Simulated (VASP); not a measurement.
Ga3Se:

```
Se Ga
1.0
     4.34198    0.00000    0.00000
     0.00000    4.34198    0.00000
     0.00000    0.00000    4.34198
Se Ga
1 3
Direct
  0.00000 0.00000 0.00000
  0.50000 0.50000 0.00000
  0.50000 0.00000 0.50000
  0.00000 0.50000 0.50000
```

Base run:

| Item | Value |
| --- | --- |
| Program | VASP 6.6.1 |
| Functional | PBEsol |
| Potentials or basis | VASP PAW PBE potentials, release 64 (Se, Ga_d) |
| Cutoff | 520 eV |
| k mesh | 6 × 6 × 6 |
| Occupations | fermi-dirac, width 0.05 eV |
| Spin | no spin polarisation |

Its results: pressure -1.2 GPa.

After a change of settings the same cell gave: pressure 2.2 GPa. Which change was it?
A. functional from PBEsol to r2SCAN; further incar settings from ALGO = Normal; EDIFF = 1e-07; NBANDS = 30 to ALGO = Normal; EDIFF = 1e-06; NBANDS = 30
B. further incar settings from ALGO = Normal; EDIFF = 1e-07; NBANDS = 30 to ALGO = Normal; EDIFF = 1e-06; NBANDS = 30
C. functional from PBEsol to PBE

C.

PBE binds less tightly than PBEsol, so the same cell stands under more pressure.

Caveats: the PAW data sets were made with another functional, which shifts forces and pressure a little (some runs).
